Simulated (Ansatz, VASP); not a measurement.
## Two plane-wave programs on BaTe

```xyz
2
Lattice="0.0000 3.4100 3.4100 3.4100 0.0000 3.4100 3.4100 3.4100 0.0000" Properties=species:S:1:pos:R:3 pbc="T T T"
Ba    0.0000    0.0000    0.0000
Te    3.4100    3.4100    3.4100
```

Alike in both runs: task relaxation of cell and atoms; functional r2SCAN; k mesh 8 × 8 × 8; occupations fermi-dirac, width 0.02 eV; no spin polarisation.

|  | VASP | Ansatz |
| --- | --- | --- |
| version | VASP 6.6.1 | Ansatz 0.2.0 |
| potentials or method | VASP PAW PBE potentials, release 64 (Ba_sv, Te), cutoff 600 eV | PAW plane waves |
| valence electrons in the cell | 16 | 26 |

```tsv
	VASP	Ansatz	Ansatz less VASP
gap on the k mesh at the Fermi level, each at its own relaxed structure (eV)	1.95	2.00	+0.054
relaxed volume (Å³/atom)	44.46	44.05	-0.412
relaxed cell length with the largest relative difference (Å)	5.010	4.994	-0.0155
```

VASP's potentials were made for PBE, not for r2SCAN. VASP's potentials hold 16 valence electrons a cell and Ansatz's 26, so a difference there can come from the potentials and not from the codes.

Neither program's run includes spin-orbit coupling.
